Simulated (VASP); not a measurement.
A run of VASP 6.6.1 is set up as follows.

The input INCAR:

```
SYSTEM = DyGe3P
ALGO     = Normal         ! electronic algorithm
EDIFF    = 1E-7           ! SCF threshold, eV
EDIFFG   = -0.01          ! ionic threshold
ENCUT    = 500            ! plane-wave cutoff, eV
GGA      = PE             ! functional
GGA_COMPAT= .False.      
IBRION   = 2              ! ionic algorithm
ISIF     = 3              ! what is computed and relaxed
ISMEAR   = 0              ! smearing method
LASPH    = .True.         ! aspherical terms in the spheres
LCHARG   = .False.        ! write CHGCAR
LMAXMIX  = 6              ! l up to which the mixer works
LREAL    = .False.        ! projectors in reciprocal space
LWAVE    = .False.        ! write WAVECAR
NELM     = 200            ! most SCF steps
NELMIN   = 4            
NSW      = 100            ! ionic steps
PREC     = Accurate       ! precision mode
SIGMA    = 0.1            ! smearing width, eV
```

KPOINTS

```
k-points
0
Gamma
  10 10 6
  0 0 0
```

File POSCAR:

```
DyGe3P
1.0
    3.9908090502      0.0000000000      0.0000000000
    0.0000000000      3.9908090502      0.0000000000
    0.0000000000      0.0000000000      6.9816445388
Dy Ge P
1 3 1
Direct
    0.0000000000      0.0000000000      0.7967220923
    0.5000000000      0.5000000000      0.2252448031
    0.0000000000      0.5000000000      0.4628044085
    0.5000000000      0.0000000000      0.4628044085
    0.5000000000      0.5000000000      0.8943243175
```

Potentials or basis: VASP PAW PBE potentials, release 64 (Dy_3, Ge_d, P), 4f in core.

Command:

```bash
$ cat potpaw_PBE.64/Dy_3/POTCAR potpaw_PBE.64/Ge_d/POTCAR potpaw_PBE.64/P/POTCAR > POTCAR
$ mpirun -np 1 vasp_std > vasp.out
```

Estimate the relaxed volume.

22.32 Å³/atom.

Estimate the relaxed cell.

a = 3.994 Å, b = 3.994 Å, c = 6.997 Å, α = 90.00°, β = 90.00°, γ = 90.00°.

Estimate the band gap on the k mesh.

zero (bands 28 and 29 overlap by 1.29 eV).

Predict the space group after relaxing (to 0.1 Å).

P4mm (No. 99).

The path:
```csv
step,energy change (eV),largest force (eV/Å),pressure (GPa),volume (Å³)
1,0.0000,0.1680,0.34,111.19
2,-0.0019,0.0469,-0.15,111.95
3,-0.0020,0.0433,-0.17,111.89
4,-0.0020,0.0446,-0.14,111.86
5,-0.0025,0.0298,-0.04,111.66
6,-0.0025,0.0215,0.03,111.53
7,-0.0025,0.0228,0.03,111.55
8,-0.0026,0.0039,0.00,111.60
```

Caveat: spin-orbit coupling is left out, which moves the levels of the heavy elements; the 4f electrons are frozen in the core, so they carry no moment and show no levels. Spin polarisation is off, so any magnetic state and its effect on volume and gap are missing.
